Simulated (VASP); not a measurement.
A run of VASP 6.6.1 is set up as follows.

The input INCAR:

```
SYSTEM = Pb
PREC     = Accurate       ! precision mode
ENCUT    = 520            ! plane-wave cutoff, eV
EDIFF    = 1E-7           ! SCF threshold, eV
ISMEAR   = -1             ! smearing method
SIGMA    = 0.1            ! smearing width, eV
LREAL    = .FALSE.        ! projectors in reciprocal space
LASPH    = .TRUE.         ! aspherical terms in the spheres
NELM     = 60             ! most SCF steps
ALGO     = Normal         ! electronic algorithm
ISIF     = 2              ! what is computed and relaxed
LWAVE    = .FALSE.        ! write WAVECAR
LCHARG   = .TRUE.         ! write CHGCAR
GGA      = PE             ! functional
LELF     = .TRUE.         ! ELF
LVHAR    = .TRUE.       
NBANDS   = 13             ! bands
```

The input KPOINTS:

```
Automatic mesh
0
G
  14 14 13
  0 0 0
```

POSCAR

```
Pb
1.0
    3.1611934465      0.0000000000      0.0000000000
   -1.5805967233      2.7376738310      0.0000000000
    0.0000000000      0.0000000000      2.9893505953
Pb
1
Direct
    0.0000000000      0.0000000000      0.0000000000
```

Potentials or basis: VASP PAW PBE potentials, release 64 (Pb_d).

Launch:

```console
$ cat potpaw_PBE.64/Pb_d/POTCAR > POTCAR
$ mpirun -np 1 vasp_std > vasp.out
```

Q: Estimate the pressure.

A: 16.9 GPa.

Q: Estimate the band gap on the k mesh.

A: Zero (band 7 reaches 14.79 eV, above the bottom of band 8 at 7.00 eV).

Caveat: spin-orbit coupling is left out, which moves the levels of the heavy elements.
